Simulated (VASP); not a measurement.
# SrTiO3 (P1) in VASP: single point with r2SCAN

Aim: the single point of SrTiO3 with r2SCAN.

Program: VASP 6.6.1. These are calculated values, not measurements. Logs are shortened: lines on timing, memory, paths and dates and some standing lists are left out, and cuts for length are marked.

### 1 The cell of the first run

The typed cell holds 5 atoms: a = 3.960 Å, b = 3.960 Å, c = 3.964 Å, α = 89.96°, β = 90.00°, γ = 90.02°.

### 2 Single point, r2SCAN, collinear spin, zero start

Contents of POSCAR:

```
SrTiO3
1.0
    3.9595350000     -0.0008040000      0.0001240000
   -0.0008040000      3.9601620000      0.0012130000
    0.0001240000      0.0012130000      3.9635440000
Sr Ti O
1 1 3
Direct
    0.4911630000      0.4820370000      0.5100480000
    0.0414810000      0.9588110000      0.9805300000
    0.5044690000      0.0707300000      0.0653260000
    0.0370450000      0.5187640000      0.9385150000
    0.9983520000      0.0137720000      0.5126080000
```

Contents of INCAR.step1:

```
  PREC = Accurate
  ENCUT = 520
  ISMEAR = -1
  SIGMA = 0.0253
  LREAL = F
  LASPH = T
  NELM = 150
  ISPIN = 2
  MAGMOM = 0 0 0 0 0
  LMAXMIX = 4
  NBANDS = 32
  GGA = PE
  ALGO = Normal
  EDIFF = 1E-4
  LWAVE = T
  LCHARG = F
```

Contents of INCAR.step2:

```
  PREC = Accurate
  ENCUT = 520
  EDIFF = 1E-7
  ISMEAR = -1
  SIGMA = 0.0253
  LREAL = F
  LASPH = T
  NELM = 150
  ALGO = Normal
  ISIF = 2
  LWAVE = F
  LCHARG = F
  ISPIN = 2
  MAGMOM = 0 0 0 0 0
  LORBIT = 11
  LMAXMIX = 4
  METAGGA = R2SCAN
  LMIXTAU = T
  NBANDS = 32
  ISTART = 1
```

Contents of KPOINTS:

```
Automatic mesh
0
Gamma
  5 5 5
```

Potentials or basis: VASP PAW PBE potentials, release 64 (Sr_sv, Ti_sv, O).

Command:

```sh
$ cat potpaw_PBE.64/Sr_sv/POTCAR potpaw_PBE.64/Ti_sv/POTCAR potpaw_PBE.64/O/POTCAR > POTCAR
$ cp INCAR.step1 INCAR
$ mpirun -np 1 vasp_std > vasp.out
$ cp INCAR.step2 INCAR
$ mpirun -np 1 vasp_std > vasp.out
```

OUTCAR:

```text
PREC = Accurate
   ENCUT = 520
   EDIFF = 1E-7
   ISMEAR = -1
   LREAL = F
   LASPH = T
   NELM = 150
   ISIF = 2
   ISPIN = 2
   LORBIT = 11
   METAGGA = R2SCAN
   ISTART = 1

 ion  position               nearest neighbor table
   1  0.491  0.482  0.510-   3 2.40   4 2.48   5 2.69   5 2.73   3 2.74   4 2.75   5 2.87   4 2.90
                             5 2.91   3 2.92   4 3.13   2 3.20   3 3.21   2 3.31   2 3.34   2 3.43
   2  0.041  0.959  0.981-   4 1.75   5 1.88   3 1.92   5 2.13   3 2.20   4 2.22   1 3.20   1 3.31
                             1 3.34   1 3.43   1 3.45   1 3.54   1 3.56   1 3.67
   3  0.504  0.071  0.065-   2 1.92   2 2.20   1 2.40   1 2.74   1 2.92   1 3.21
   4  0.037  0.519  0.939-   2 1.75   2 2.22   1 2.48   1 2.75   1 2.90   1 3.13
   5  0.998  0.014  0.513-   2 1.88   2 2.13   1 2.69   1 2.73   1 2.87   1 2.91

  LATTYP: Found a triclinic cell.
 ALAT       =     6.8614092504
 B/A-ratio  =     0.5776574524
 C/A-ratio  =     0.5770731550
 COS(alpha) =     0.0000625398
 COS(beta)  =     0.5768749143
 COS(gamma) =     0.5780469596

  Lattice vectors:

 A1 = (   3.9588550000,   3.9605710000,   3.9648810000)
 A2 = (   0.0001240000,   0.0012130000,   3.9635440000)
 A3 = (   3.9595350000,  -0.0008040000,   0.0001240000)

Analysis of symmetry for initial positions (statically):
=====================================================================
 Subroutine PRICEL returns:
 Original cell was already a primitive cell.

 Routine SETGRP: Setting up the symmetry group for a
 triclinic supercell.

 Subroutine GETGRP returns: Found  1 space group operations
 (whereof  1 operations were pure point group operations)
 out of a pool of  2 trial point group operations.

The static configuration has the point symmetry C_1 .

Analysis of symmetry for dynamics (positions and initial velocities):
=====================================================================
 Subroutine PRICEL returns:
 Original cell was already a primitive cell.

 Routine SETGRP: Setting up the symmetry group for a
 triclinic supercell.

 Subroutine GETGRP returns: Found  1 space group operations
 (whereof  1 operations were pure point group operations)
 out of a pool of  2 trial point group operations.

The dynamic configuration has the point symmetry C_1 .

Analysis of structural, dynamic, and magnetic symmetry:
=====================================================================
 Subroutine PRICEL returns:
 Original cell was already a primitive cell.

 Routine SETGRP: Setting up the symmetry group for a
 triclinic supercell.

 Subroutine GETGRP returns: Found  1 space group operations
[... 142 lines left out ...]
  volume of cell :       62.15
 maximum number of plane-waves:      1743
 NGX is ok and might be reduce to    30
   NGX = 15   NGY = 15   NGZ = 15

 number of electron      40.0000002 magnetization      -0.0000000

 number of electron      40.0000002 magnetization       0.0000000

 Free energy of the ion-electron system (eV)
  ---------------------------------------------------
  ext. energy  EPLUGINS =         0.00000000
  ---------------------------------------------------
  free energy    TOTEN  =       -62.59686052 eV

  energy without entropy =      -62.59686052  energy(sigma->0) =      -62.59686052

 E-fermi :   4.0271     XC(G=0): -11.6516

 val. band max:        3.3648220428   @ k =  -0.4000   0.4000   0.4000
 cond. band min:       6.2803868774   @ k =   0.0000   0.0000   0.0000
 fundamental gap:      2.9155648346
 Fermi energy:         4.0271201478

 spin component 1

 k-point     1 :       0.0000    0.0000    0.0000
  band No.  band energies     occupation
      1     -54.9844      1.00000
      2     -30.3680      1.00000
      3     -30.3174      1.00000
      4     -30.1789      1.00000
      5     -30.1442      1.00000
      6     -14.8881      1.00000
[... 829 lines left out ...]
     31      14.2381      0.00000
     32      16.5992      0.00000

 [... further k-points ...]

 spin component 2

 k-point     1 :       0.0000    0.0000    0.0000
  band No.  band energies     occupation
      1     -54.9844      1.00000
      2     -30.3680      1.00000
      3     -30.3174      1.00000
      4     -30.1789      1.00000
      5     -30.1442      1.00000
      6     -14.8881      1.00000
[... 829 lines left out ...]
     31      14.2381      0.00000
     32      16.5992      0.00000

 [... further k-points ...]

------------------------ aborting loop because EDIFF is reached ----------------------------------------

  FORCE on cell =-STRESS in cart. coord.  units (eV):
  Direction    XX          YY          ZZ          XY          YZ          ZX
  --------------------------------------------------------------------------------------
  -------------------------------------------------------------------------------------
  Total       -1.8720969      2.6909733      0.1546449     -0.7139894      0.0145680     -0.7150837
  in kB      -48.2612027     69.3711995      3.9866241    -18.4060913      0.3755529    -18.4343026
  external PRESSURE =       8.3655403 kB  Pullay stress =       0.0000000 kB

 VOLUME and BASIS-vectors are now :
 -----------------------------------------------------------------------------
  energy-cutoff  :      520.00
  volume of cell :       62.15
      direct lattice vectors                 reciprocal lattice vectors
     3.959535000 -0.000804000  0.000124000     0.252554919  0.000051277 -0.000007917
    -0.000804000  3.960162000  0.001213000     0.000051277  0.252514956 -0.000077281
     0.000124000  0.001213000  3.963544000    -0.000007917 -0.000077281  0.252299481

 POSITION                                       TOTAL-FORCE (eV/Angst)
 -----------------------------------------------------------------------------------
      1.94445      1.90917      2.02224         0.791873     -0.060054     -0.204593
      0.16360      3.79820      3.88754        -0.867743      2.504756      0.825153
      1.99741      0.27978      0.25907         0.241267     -1.636214     -1.395565
      0.14638      2.05550      3.72048        -0.433330     -0.558029      1.213231
      3.95306      0.05436      2.03188         0.267932     -0.250458     -0.438226
 -----------------------------------------------------------------------------------
    total drift:                               -0.000200      0.004392     -0.005355

  FREE ENERGIE OF THE ION-ELECTRON SYSTEM (eV)
  ---------------------------------------------------
  free  energy   TOTEN  =       -62.5968605233 eV

  energy  without entropy=      -62.5968605233  energy(sigma->0) =      -62.59686052

 total charge

# of ion       s       p       d       tot
------------------------------------------
    1        2.002   5.887   0.209   8.097
    2        2.232   6.289   1.806  10.327
    3        1.568   3.488   0.000   5.057
    4        1.581   3.521   0.000   5.102
    5        1.569   3.498   0.000   5.067
--------------------------------------------------
tot          8.952  22.683   2.015  33.650

 magnetization (x)

# of ion       s       p       d       tot
------------------------------------------
    1       -0.000   0.000   0.000   0.000
    2       -0.000   0.000   0.000   0.000
    3       -0.000  -0.000   0.000  -0.000
    4       -0.000  -0.000   0.000  -0.000
    5       -0.000  -0.000   0.000  -0.000
--------------------------------------------------
tot         -0.000  -0.000   0.000  -0.000
```

Run time: 21 min. Hardware: 1 thread of Oxide Virtual Turin-like, shared host; peak memory 0.3 GiB.

What came out:

```
Free energy                                           : -62.5969 eV
Pressure                                              : 0.8 GPa
Largest force                                         : 2.776 eV/Å
Band gap on the k mesh                                : 2.92 eV (least direct gap 3.64 eV)
Net moment                                            : 0.00 μB per cell
Valence electrons inside the program's atomic spheres : Sr 8.10; Ti 10.33; O 5.06, 5.10, 5.07
```

Forces in eV/Å, atoms in the order of the input:
```
Sr   0.792 -0.060 -0.205
Ti  -0.868  2.505  0.825
O    0.241 -1.636 -1.396
O   -0.433 -0.558  1.213
O    0.268 -0.250 -0.438
```

Caveat: the stress differs along the axes, from -5 to 7 GPa; the PAW data sets were made with another functional, which shifts forces and pressure a little. A k mesh can miss the band edges.
